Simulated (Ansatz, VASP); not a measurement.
**Fe: VASP beside Ansatz**

Contents of INCAR:

```
ALGO     = Normal         # electronic algorithm
EDIFF    = 1E-6           # SCF threshold, eV
ENCUT    = 520            # plane-wave cutoff, eV
GGA      = PS             # functional
ISIF     = 2              # what is computed and relaxed
ISMEAR   = -1             # smearing method
LASPH    = True           # aspherical terms in the spheres
LCHARG   = False          # write CHGCAR
LREAL    = False          # projectors in reciprocal space
LWAVE    = False          # write WAVECAR
NBANDS   = 15             # bands
NELM     = 100            # most SCF steps
PREC     = Accurate       # precision mode
SIGMA    = 0.08           # smearing width, eV
```

The input KPOINTS:

```
k-points
0
Gamma
  17 17 10
```

POSCAR

```
Fe
1.0
    2.3848896599      0.0000000000      0.0000000000
   -1.1924448299      2.0653750307      0.0000000000
    0.0000000000      0.0000000000      3.7641728074
Fe
2
Direct
    0.3333333333      0.6666666667      0.2500000000
    0.6666666667      0.3333333333      0.7500000000
```

Input for Ansatz:

```yaml
crystal:
  lattice:
    - [2.3848896599, 0.0, 0.0]
    - [-1.1924448299, 2.0653750307, 0.0]
    - [0.0, 0.0, 3.7641728074]
  atoms:
    - { symbol: Fe, position: [0.3333333333, 0.6666666667, 0.25] }
    - { symbol: Fe, position: [0.6666666667, 0.3333333333, 0.75] }
kpoints:
  mp_grid: { grid: [17, 17, 10] }
scf:
  occupations: { method: fermi_dirac, width: 0.08 }
hamiltonian:
  xc: pbesol
  pseudopotentials: { kind: all_electron, lapw: { basis_error: 0.00025 } }
output:
  forces: true
  stress: true
  eigenvalues: true
```

Change from the starting cell: volume scaled by 0.9405.

Alike in both runs: task single point; functional PBEsol; k mesh 17 × 17 × 10; occupations fermi-dirac, width 0.08 eV; no spin polarisation.

|  | VASP | Ansatz |
| --- | --- | --- |
| version | VASP 6.6.1 | Ansatz 0.2.0 |
| potentials or method | VASP PAW PBE potentials, release 64 (Fe), cutoff 520 eV | all-electron LAPW, scalar-relativistic |

```csv
,VASP,Ansatz,Ansatz less VASP
pressure (GPa),20.7,21.1,+0.47
"traceless stress, the component that is largest in VASP (GPa)",1.16,1.29,+0.127
```

VASP's potentials were made for PBE, not for PBEsol. Ansatz ran all-electron here, and VASP with PAW potentials.
